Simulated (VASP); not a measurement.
Ti, 2 atoms in the cell. Symmetry: P6_3/mmc, No. 194, hexagonal system. Conventional cell: a = 3.127 Å, b = 3.127 Å, c = 4.686 Å, α = 90.00°, β = 90.00°, γ = 120.00°. Ti (site symmetry -6m2) has 12 Ti at 2.96 to 3.13 Å within 3.9 Å.  This cell differs from its parent crystal: strain +0.0600 x Voigt [1, 1, 0, 0, 0, 0].

| Quantity | Value |
| --- | --- |
| Program | VASP 6.6.1 |
| Task | single point |
| Functional | PBEsol |
| Potentials or basis | VASP PAW PBE potentials, release 64 (Ti_sv) |
| Cutoff | 520 eV |
| k mesh | 18 × 18 × 10 |
| Occupations | gaussian, width 0.15 eV |
| Spin | no spin polarisation |
| Dipole correction | no |
| Further INCAR settings | ALGO = Fast; EDIFF = 1e-07; NBANDS = 19 |

Potentials or basis: VASP PAW PBE potentials, release 64 (Ti_sv).

Launch:

```console
$ cat potpaw_PBE.64/Ti_sv/POTCAR > POTCAR
$ mpirun -np 1 vasp_std > vasp.out
```

Hardware: 1 thread of Intel Xeon 8259CL, with other jobs on the host.

Problem. How long does it take, and how much memory?

Solution. Wall time 11 min on 1 thread of Intel Xeon 8259CL (shared host), peak memory 0.26 GiB. Counts: scf iterations 46, k points 222.
